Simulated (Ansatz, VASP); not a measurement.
# Sc3Si2 in VASP and in Ansatz

```
CELL_PARAMETERS angstrom
3.04820 1.75988 5.54818
-3.04820 1.75988 5.54818
0.00000 -3.51975 5.54818
ATOMIC_POSITIONS crystal
Sc 0.05625 0.44375 0.75000
Sc 0.75000 0.05625 0.44375
Sc 0.44375 0.75000 0.05625
Sc 0.94375 0.55625 0.25000
Sc 0.25000 0.94375 0.55625
Sc 0.55625 0.25000 0.94375
Si 0.85218 0.85218 0.85218
Si 0.64782 0.64782 0.64782
Si 0.14782 0.14782 0.14782
Si 0.35218 0.35218 0.35218
```

Alike in both runs: task relaxation of cell and atoms; functional PBE; k mesh 3 × 3 × 3; occupations gaussian, width 0.1 eV; no spin polarisation.

```csv
,VASP,Ansatz
version,VASP 6.6.1,Ansatz 0.2.0
potentials or method,"VASP PAW PBE potentials, release 64 (Sc_sv, Si), cutoff 600 eV","scalar-relativistic, plane waves, PAW"
valence electrons in the cell,82,82
```

|  | VASP | Ansatz | Ansatz less VASP |
| --- | --- | --- | --- |
| gap on the k mesh at the Fermi level, each at its own relaxed structure (eV) | none | none | - |
| relaxed volume (Å³/atom) | 23.76 | 23.54 | -0.218 |
| relaxed length of the cell vector where the two differ most in proportion (Å) | 7.167 | 7.140 | -0.0279 |

A gap of «none» marks a metal or a gap that the smearing closes.

The k mesh is coarse, so the values compare programs but aren't converged. Noted on VASP's run: the volume moved by over 15 % at a fixed basis, so the end points are rough.
